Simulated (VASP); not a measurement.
A run of VASP 6.6.1 is set up as follows.

The input INCAR:

```
SYSTEM = FeSi
PREC     = Accurate       ! precision mode
ENCUT    = 520            ! plane-wave cutoff, eV
EDIFF    = 1E-6           ! SCF threshold, eV
ISMEAR   = -1             ! smearing method
SIGMA    = 0.05           ! smearing width, eV
LREAL    = .FALSE.        ! projectors in reciprocal space
LASPH    = .TRUE.         ! aspherical terms in the spheres
NELM     = 150            ! most SCF steps
ALGO     = Normal         ! electronic algorithm
ISIF     = 2              ! what is computed and relaxed
LWAVE    = .FALSE.        ! write WAVECAR
LCHARG   = .FALSE.        ! write CHGCAR
ISPIN    = 2              ! spin polarisation
MAGMOM   = 3 3 3 3 0 0 0 0 ! initial moments
LORBIT   = 11             ! projections on sites
LMAXMIX  = 4              ! l up to which the mixer works
GGA      = PS             ! functional
NBANDS   = 38             ! bands
```

File KPOINTS:

```
Automatic mesh
0
G
  6 6 6
  0 0 0
```

Contents of POSCAR:

```
FeSi
1.0
    4.6399520710      0.0000000000      0.0000000000
    0.0000000000      4.6399520710      0.0000000000
    0.0000000000      0.0000000000      4.6399520710
Fe Si
4 4
Direct
    0.8634800000      0.6365200000      0.3634800000
    0.6365200000      0.3634800000      0.8634800000
    0.3634800000      0.8634800000      0.6365200000
    0.1365200000      0.1365200000      0.1365200000
    0.1576000000      0.3424000000      0.6576000000
    0.3424000000      0.6576000000      0.1576000000
    0.6576000000      0.1576000000      0.3424000000
    0.8424000000      0.8424000000      0.8424000000
```

Potentials or basis: VASP PAW PBE potentials, release 64 (Fe, Si).

The run is started by

```sh
$ cat potpaw_PBE.64/Fe/POTCAR potpaw_PBE.64/Si/POTCAR > POTCAR
$ mpirun -np 1 vasp_std > vasp.out
```

(1) What does it give for the net moment?

(2) Predict the band gap on the k mesh.

Answers

(1) 4.02 μB per cell.

(2) zero (filled and empty bands overlap).
